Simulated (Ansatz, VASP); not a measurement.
**Two plane-wave programs on K**

INCAR

```
PREC     = Accurate       # precision mode
ENCUT    = 600            # plane-wave cutoff, eV
EDIFF    = 1E-6           # SCF threshold, eV
ISMEAR   = 0              # smearing method
SIGMA    = 0.1            # smearing width, eV
LREAL    = False          # projectors in reciprocal space
LASPH    = True           # aspherical terms in the spheres
NELM     = 100            # most SCF steps
ALGO     = Fast           # electronic algorithm
ISIF     = 3              # what is computed and relaxed
LWAVE    = False          # write WAVECAR
LCHARG   = False          # write CHGCAR
GGA      = PS             # functional
IBRION   = 2              # ionic algorithm
NSW      = 80             # ionic steps
EDIFFG   = -0.01          # ionic threshold
```

File KPOINTS:

```
regular mesh
0
Gamma
  12 12 6
```

The input POSCAR:

```
K
1.0
    4.6668633348      0.0000000000      0.0000000000
   -2.3334316674      4.0416222039      0.0000000000
    0.0000000000      0.0000000000      7.4392133941
K
2
Direct
    0.3333333333      0.6666666667      0.2500000000
    0.6666666667      0.3333333333      0.7500000000
```

Input for Ansatz:

```yaml
crystal:
  lattice:
    - [4.6668633348, 0.0, 0.0]
    - [-2.3334316674, 4.0416222039, 0.0]
    - [0.0, 0.0, 7.4392133941]
  atoms:
    - { symbol: K, position: [0.3333333333, 0.6666666667, 0.25] }
    - { symbol: K, position: [0.6666666667, 0.3333333333, 0.75] }
basis:
  ecutwfc: 420
kpoints:
  mp_grid: { grid: [12, 12, 6] }
hamiltonian:
  xc: pbesol
scf:
  occupations: { method: gaussian, width: 0.1 }
output:
  forces: true
  stress: true
  eigenvalues: true
relax:
  adjacent_minimum: "off"
  f_tol: 0.01
  max_steps: 60
  cell: { stress_tol: 0.1 }
```

Alike in both runs: task relaxation of cell and atoms; functional PBEsol; k mesh 12 × 12 × 6; occupations gaussian, width 0.1 eV; no spin polarisation.

|  | VASP | Ansatz |
| --- | --- | --- |
| version | VASP 6.6.1 | Ansatz 0.2.0 |
| potentials or method | VASP PAW PBE potentials, release 64 (K_sv), cutoff 600 eV | scalar-relativistic, plane waves, PAW |
| valence electrons in the cell | 18 | 18 |

```csv
,VASP,Ansatz,Ansatz less VASP
"gap on the k mesh at the Fermi level, each at its own relaxed structure (eV)",none,none,-
relaxed volume (Å³/atom),71.41,71.34,-0.075
relaxed length of the cell vector where the two differ most in proportion (Å),4.664,4.660,-0.0047
```

VASP's potentials were made for PBE, not for PBEsol. A gap of «none» marks a metal or a gap that the smearing closes.
